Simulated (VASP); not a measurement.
# Ge (Imma) in VASP: a series of runs

Ge is run at these levels: PBEsol; tasks: single point.

Program: VASP 6.6.1. These are calculated values, not measurements. Logs are shortened: lines on timing, memory, paths and dates and some standing lists are left out, and cuts for length are marked.

**1. The cell of the first run**

It takes space group Imma (No. 74, orthorhombic). Conventional cell: a = 5.126 Å, b = 5.126 Å, c = 2.793 Å, α = 90.00°, β = 90.00°, γ = 90.00°. Ge (site symmetry mm2) has 8 Ge at 2.58 to 3.09 Å within 3.4 Å.

**2. Single point, PBEsol (atoms displaced along a vibrational mode)**

Input file INCAR:

```
ALGO = Normal
EDIFF = 1E-7
ENCUT = 520
GGA = PS
ISIF = 2
ISMEAR = 0
LASPH = True
LCHARG = False
LREAL = False
LWAVE = False
NBANDS = 21
NELM = 80
PREC = Accurate
SIGMA = 0.15
```

Input file KPOINTS:

```
k-points
0
Gamma
  24 24 24
```

Input file POSCAR:

```
Ge
1.0
   -2.5630127546      2.5630127546      1.3966622730
    2.5630127546     -2.5630127546      1.3966622730
    2.5630127546      2.5630127546     -1.3966622730
Ge
2
Direct
    0.1828756838      0.6828756838      0.5000000000
    0.5671243162      0.5671243162      0.0000000000
```

Potentials or basis: VASP PAW PBE potentials, release 64 (Ge_d).

The run is started by

```sh
> cat potpaw_PBE.64/Ge_d/POTCAR > POTCAR
> mpirun -np 1 vasp_std > vasp.out
```

OUTCAR:

```text
EDIFF = 1E-7
   ENCUT = 520
   GGA = PS
   ISIF = 2
   ISMEAR = 0
   LASPH = True
   LREAL = False
   NELM = 80
   PREC = Accurate

 ion  position               nearest neighbor table
   1  0.183  0.683  0.500-   2 2.58   2 2.58   2 2.78   2 2.78
   2  0.567  0.567  0.000-   1 2.58   1 2.58   1 2.78   1 2.78

  LATTYP: Found a body centered tetragonal cell.
 ALAT       =     5.1260255092
 C/A-ratio  =     0.5449298957

  Lattice vectors:

 A1 = (  -2.5630127546,   2.5630127546,   1.3966622730)
 A2 = (   2.5630127546,  -2.5630127546,   1.3966622730)
 A3 = (   2.5630127546,   2.5630127546,  -1.3966622730)

Analysis of symmetry for initial positions (statically):
=====================================================================
 Subroutine PRICEL returns:
 Original cell was already a primitive cell.

 Routine SETGRP: Setting up the symmetry group for a
 body centered tetragonal supercell.

 Subroutine GETGRP returns: Found  8 space group operations
 (whereof  4 operations were pure point group operations)
 out of a pool of 16 trial point group operations.

The static configuration has the point symmetry C_2v.
 The point group associated with its full space group is D_2h.

Analysis of symmetry for dynamics (positions and initial velocities):
=====================================================================
 Subroutine PRICEL returns:
 Original cell was already a primitive cell.

 Routine SETGRP: Setting up the symmetry group for a
 body centered tetragonal supercell.

 Subroutine GETGRP returns: Found  8 space group operations
 (whereof  4 operations were pure point group operations)
 out of a pool of 16 trial point group operations.

The dynamic configuration has the point symmetry C_2v.
 The point group associated with its full space group is D_2h.

 Subroutine INISYM returns: Found  8 space group operations
 (whereof  4 operations are pure point group operations),
 and found     1 'primitive' translations

----------------------------------------------------------------------------------------

                                     Primitive cell

  volume of cell :      36.6989

  direct lattice vectors                    reciprocal lattice vectors
    -2.563012755  2.563012755  1.396662273     0.000000000  0.195082915  0.357996353
     2.563012755 -2.563012755  1.396662273     0.195082915  0.000000000  0.357996353
     2.563012755  2.563012755 -1.396662273     0.195082915  0.195082915  0.000000000

  length of vectors
     3.884421999  3.884421999  3.884421999     0.407699316  0.407699316  0.275888905

  position of ions in fractional coordinates (direct lattice)
     0.182875684  0.682875684  0.500000000
     0.567124316  0.567124316  0.000000000

  ion indices of the primitive-cell ions
   primitive index   ion index
                 1           1
                 2           2

----------------------------------------------------------------------------------------

 KPOINTS: k-points

Automatic generation of k-mesh.
 Grid dimensions read from file:
 generate k-points for:   24   24   24

 Generating k-lattice:

  Cartesian coordinates                     Fractional coordinates (reciprocal lattice)
     0.000000000  0.008128455  0.014916515     0.041666667 -0.000000000  0.000000000
     0.008128455  0.000000000  0.014916515    -0.000000000  0.041666667  0.000000000
     0.008128455  0.008128455  0.000000000     0.000000000  0.000000000  0.041666667

  Length of vectors
     0.016987472  0.016987472  0.011495371

  Shift w.r.t. Gamma in fractional coordinates (k-lattice)
     0.000000000  0.000000000  0.000000000

 Subroutine IBZKPT returns following result:
 ===========================================

 Found   1963 irreducible k-points:

 Following reciprocal coordinates:
            Coordinates               Weight
  0.000000  0.000000  0.000000      1.000000
  0.041667  0.000000 -0.000000      4.000000
  0.041667  0.000000 -0.041667      4.000000
  0.083333 -0.000000  0.000000      4.000000
  0.083333 -0.000000 -0.083333      4.000000
  0.125000  0.000000 -0.000000      4.000000
[... 16 lines left out ...]
  0.458333  0.000000 -0.458333      4.000000
  0.500000  0.000000 -0.000000      2.000000
 [... further k-points ...]
   k-points           NKPTS =   1963   k-points in BZ     NKDIM =   1963   number of bands    NBANDS=     21
   number of dos      NEDOS =    301   number of ions     NIONS =      2
   total plane-waves  NPLWV =  27000
   dimension x,y,z NGX =    30 NGY =   30 NGZ =   30
   dimension x,y,z NGXF=    60 NGYF=   60 NGZF=   60
   ions per type =               2
   NGX,Y,Z   is equivalent  to a cutoff of  12.84, 12.84, 12.84 a.u.
   NGXF,Y,Z  is equivalent  to a cutoff of  25.68, 25.68, 25.68 a.u.
 SYSTEM =  unknown system
   PREC   = accura    normal or accurate (medium, high low for compatibility)
   ISTART =      0    job   : 0-new  1-cont  2-samecut
   ICHARG =      2    charge: 1-file 2-atom 10-const
   ISPIN  =      1    spin polarized calculation?
   LNONCOLLINEAR =      F non collinear calculations
   LSORBIT =      F    spin-orbit coupling
   LASPH  =      T    aspherical Exc in radial PAW
   ENCUT  =  520.0 eV  38.22 Ry    6.18 a.u.   7.22  7.22  7.22*2*pi/ulx,y,z
   NELM   =     80;   NELMIN=  2; NELMDL= -5     # of ELM steps
   EDIFF  = 0.1E-06   stopping-criterion for ELM
   LREAL  =      F    real-space projection
   EDIFFG = 0.1E-05   stopping-criterion for IOM
   NSW    =      0    number of steps for IOM
   IBRION =     -1    ionic relax: 0-MD 1-quasi-New 2-CG
   NFREE  =      0    steps in history (QN), initial steepest desc. (CG)
   ISIF   =      2    stress and relaxation
   ISYM   =      2    0-nonsym 1-usesym 2-fastsym
   POTIM  = 0.5000    time-step for ionic-motion
   TEBEG  =    0.0;   TEEND  =   0.0 temperature during run
   PSTRESS=    0.0 pullay stress
   NELECT =      28.0000    total number of electrons
   NUPDOWN=      -1.0000    fix difference up-down
   EMIN   =  10.00;   EMAX   =-10.00  energy-range for DOS
   EFERMI =   0.00;   METHOD = LEGACY
   ISMEAR =     0;   SIGMA  =   0.15  broadening in eV -4-tet -1-fermi 0-gaus
   EFERMI_NEDOS =   21; number of points for ismear=-14 and -15
   IALGO  =     38    algorithm
   IMIX   =      4    mixing-type and parameters
     AMIX     =   0.40;   BMIX     =  1.00
     AMIX_MAG =   1.60;   BMIX_MAG =  1.00
  volume/ion in A,a.u.               =      18.35       123.83
  Fermi-wavevector in a.u.,A,eV,Ry     =   1.495925  2.826889 30.447010  2.237792
  Thomas-Fermi vector in A             =   2.608007
   LORBIT       =      0    0 simple, 1 ext, 2 COOP (PROOUT), +10 PAW based schemes
   GGA     = PS    functional components
   LHFCALC =     F    Hartree Fock is set to
   AEXX    =    0.0000 exact exchange contribution
   IVDW    =     0    specifies the selected vdW correction
   LEPSILON=     F    determine dielectric tensor
   LRPA    =     F    only Hartree local field effects (RPA)
 non-spin polarized calculation
 Gauss-broadening in eV      SIGMA  =   0.15
  energy-cutoff  :      520.00
  volume of cell :       36.70
 maximum number of plane-waves:      1006
 NGX is ok and might be reduce to    30
   NGX = 15   NGY = 15   NGZ = 15

 number of electron      28.0000020 magnetization

 Free energy of the ion-electron system (eV)
  ---------------------------------------------------
  ext. energy  EPLUGINS =         0.00000000
  ---------------------------------------------------
  free energy    TOTEN  =        -9.50372560 eV

  energy without entropy =       -9.49459571  energy(sigma->0) =       -9.49916066

 E-fermi :   6.7780     XC(G=0): -11.5193

 val. band max:        6.7759106909   @ k =  -0.2500   0.5000   0.1250
 cond. band min:       6.7780396183   @ k =   0.5000   0.3750   0.0417
 fundamental gap:      0.0021289274
 Fermi energy:         6.7779906503

 k-point     1 :       0.0000    0.0000    0.0000
  band No.  band energies     occupation
      1     -17.9539      2.00000
      2     -17.8532      2.00000
      3     -17.8483      2.00000
      4     -17.8477      2.00000
      5     -17.7844      2.00000
      6     -17.7616      2.00000
[... 13 lines left out ...]
     20      18.0434      0.00000
     21      19.5470      0.00000

 k-point     2 :       0.0417    0.0000   -0.0000
  band No.  band energies     occupation
      1     -17.9520      2.00000
      2     -17.8516      2.00000
      3     -17.8473      2.00000
      4     -17.8445      2.00000
      5     -17.7851      2.00000
      6     -17.7624      2.00000
[... 13 lines left out ...]
     20      18.2403      0.00000
     21      19.7391      0.00000

 k-point     3 :       0.0417    0.0000   -0.0417
  band No.  band energies     occupation
      1     -17.9528      2.00000
      2     -17.8517      2.00000
      3     -17.8475      2.00000
      4     -17.8445      2.00000
      5     -17.7846      2.00000
      6     -17.7629      2.00000
[... 13 lines left out ...]
     20      18.1783      0.00000
     21      19.6348      0.00000

 k-point     4 :       0.0833   -0.0000    0.0000
  band No.  band energies     occupation
      1     -17.9466      2.00000
      2     -17.8462      2.00000
      3     -17.8442      2.00000
      4     -17.8357      2.00000
      5     -17.7870      2.00000
      6     -17.7646      2.00000
[... 13 lines left out ...]
     20      18.4156      0.00000
     21      19.0430      0.00000

 k-point     5 :       0.0833   -0.0000   -0.0833
  band No.  band energies     occupation
      1     -17.9496      2.00000
      2     -17.8465      2.00000
      3     -17.8450      2.00000
      4     -17.8363      2.00000
      5     -17.7847      2.00000
      6     -17.7666      2.00000
[... 13 lines left out ...]
     20      18.2436      0.00000
     21      18.6968      0.00000

 k-point     6 :       0.1250    0.0000   -0.0000
  band No.  band energies     occupation
      1     -17.9380      2.00000
      2     -17.8392      2.00000
      3     -17.8369      2.00000
      4     -17.8225      2.00000
      5     -17.7900      2.00000
      6     -17.7676      2.00000
[... 13 lines left out ...]
     20      17.6358      0.00000
     21      18.5009      0.00000

 k-point     7 :       0.1250    0.0000   -0.1250
  band No.  band energies     occupation
      1     -17.9448      2.00000
      2     -17.8412      2.00000
      3     -17.8381      2.00000
      4     -17.8256      2.00000
      5     -17.7831      2.00000
      6     -17.7722      2.00000
[... 13 lines left out ...]
     20      17.5670      0.00000
     21      17.6703      0.00000
[... 291 lines left out ...]
      1     -17.8419      2.00000
      2     -17.8131      2.00000
      3     -17.7896      2.00000
      4     -17.7865      2.00000
      5     -17.7740      2.00000
      6     -17.7654      2.00000
[... 13 lines left out ...]
     20      17.0402      0.00000
     21      19.8171      0.00000

 k-point    21 :       0.4167    0.0000   -0.4167
  band No.  band energies     occupation
      1     -17.9141      2.00000
      2     -17.8412      2.00000
      3     -17.8292      2.00000
      4     -17.8202      2.00000
      5     -17.7878      2.00000
      6     -17.7208      2.00000
[... 13 lines left out ...]
     20      17.2912      0.00000
     21      18.8191      0.00000

 k-point    22 :       0.4583    0.0000    0.0000
  band No.  band energies     occupation
      1     -17.8301      2.00000
      2     -17.8116      2.00000
      3     -17.7967      2.00000
      4     -17.7961      2.00000
      5     -17.7716      2.00000
      6     -17.7578      2.00000
[... 13 lines left out ...]
     20      18.3119      0.00000
     21      18.5712      0.00000

 k-point    23 :       0.4583    0.0000   -0.4583
  band No.  band energies     occupation
      1     -17.9136      2.00000
      2     -17.8444      2.00000
      3     -17.8350      2.00000
      4     -17.8194      2.00000
      5     -17.7854      2.00000
      6     -17.7234      2.00000
[... 13 lines left out ...]
     20      18.4846      0.00000
     21      19.2669      0.00000

 k-point    24 :       0.5000    0.0000   -0.0000
  band No.  band energies     occupation
      1     -17.8235      2.00000
      2     -17.8104      2.00000
      3     -17.8036      2.00000
      4     -17.7991      2.00000
      5     -17.7698      2.00000
      6     -17.7542      2.00000
[... 13 lines left out ...]
     20      17.8112      0.00000
     21      19.4861      0.00000

 [... further k-points ...]

------------------------ aborting loop because EDIFF is reached ----------------------------------------

  FORCE on cell =-STRESS in cart. coord.  units (eV):
  Direction    XX          YY          ZZ          XY          YZ          ZX
  --------------------------------------------------------------------------------------
  -------------------------------------------------------------------------------------
  Total       -0.7407467      0.9513807     -0.0987001      0.0000000      0.0000000      0.0000000
  in kB      -32.3390586     41.5347865     -4.3089886      0.0000000      0.0000000      0.0000000
  external PRESSURE =       1.6289131 kB  Pullay stress =       0.0000000 kB

 VOLUME and BASIS-vectors are now :
 -----------------------------------------------------------------------------
  energy-cutoff  :      520.00
  volume of cell :       36.70
      direct lattice vectors                 reciprocal lattice vectors
    -2.563012755  2.563012755  1.396662273     0.000000000  0.195082915  0.357996353
     2.563012755 -2.563012755  1.396662273     0.195082915  0.000000000  0.357996353
     2.563012755  2.563012755 -1.396662273     0.195082915  0.195082915  0.000000000

 POSITION                                       TOTAL-FORCE (eV/Angst)
 -----------------------------------------------------------------------------------
      2.56301      0.00000      0.51083        -0.000000     -0.000000      0.150982
      0.00000      0.00000      1.58416         0.000000      0.000000     -0.150982
 -----------------------------------------------------------------------------------
    total drift:                                0.000000      0.000000     -0.000000

  FREE ENERGIE OF THE ION-ELECTRON SYSTEM (eV)
  ---------------------------------------------------
  free  energy   TOTEN  =        -9.5037256042 eV

  energy  without entropy=       -9.4945957080  energy(sigma->0) =       -9.49916066
```

It took 10 min on 1 thread of Intel Xeon 6975P-C (Granite Rapids), shared host; peak memory 1.1 GiB.

What came out:

```yaml
Free_energy: -9.5037 eV
Pressure: 0.2 GPa
Largest_force: 0.151 eV/Å
Band_gap_on_the_k_mesh: zero (bands 14 and 15 overlap by 5.62 eV)
```

Forces on the atoms (eV/Å):
```
Ge   0.000  0.000  0.151
Ge   0.000  0.000 -0.151
```

Stress tensor (GPa, compression positive):
```
-3.23  0.00  0.00
 0.00  4.15  0.00
 0.00  0.00 -0.43
```

Caveat: the cell differs from its parent crystal (atoms displaced along a vibrational mode); the PAW data sets were made with another functional, which shifts forces and pressure a little.

(Part 1 of 3 ends here.)
